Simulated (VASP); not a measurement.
Here is a VASP 6.6.1 calculation.

File INCAR:

```
SYSTEM = VSi
PREC     = Accurate       ! precision mode
ENCUT    = 520            ! plane-wave cutoff, eV
EDIFF    = 1E-6           ! SCF threshold, eV
ISMEAR   = -1             ! smearing method
SIGMA    = 0.1            ! smearing width, eV
LREAL    = .False.        ! projectors in reciprocal space
LASPH    = .True.         ! aspherical terms in the spheres
NELM     = 80             ! most SCF steps
ALGO     = Normal         ! electronic algorithm
ISIF     = 2              ! what is computed and relaxed
LWAVE    = .False.        ! write WAVECAR
LCHARG   = .False.        ! write CHGCAR
NBANDS   = 16             ! bands
```

KPOINTS

```
regular mesh
0
Gamma
  14 14 14
  0 0 0
```

File POSCAR:

```
VSi
1.0
    2.7721884163      0.0000000000      0.0000000000
    0.0000000000      2.7721884163      0.0000000000
    0.0000000000      0.0000000000      2.7721884163
V Si
1 1
Direct
    0.0000000000      0.0000000000      0.0000000000
    0.5000000000      0.5000000000      0.5000000000
```

Potentials or basis: VASP PAW LDA potentials, release 64 (V_sv, Si).

Run with:

```sh
$ cat potpaw_LDA.64/V_sv/POTCAR potpaw_LDA.64/Si/POTCAR > POTCAR
$ mpirun -np 1 vasp_std > vasp.out
```

Problem. Predict the pressure.

Solution. 39.8 GPa.
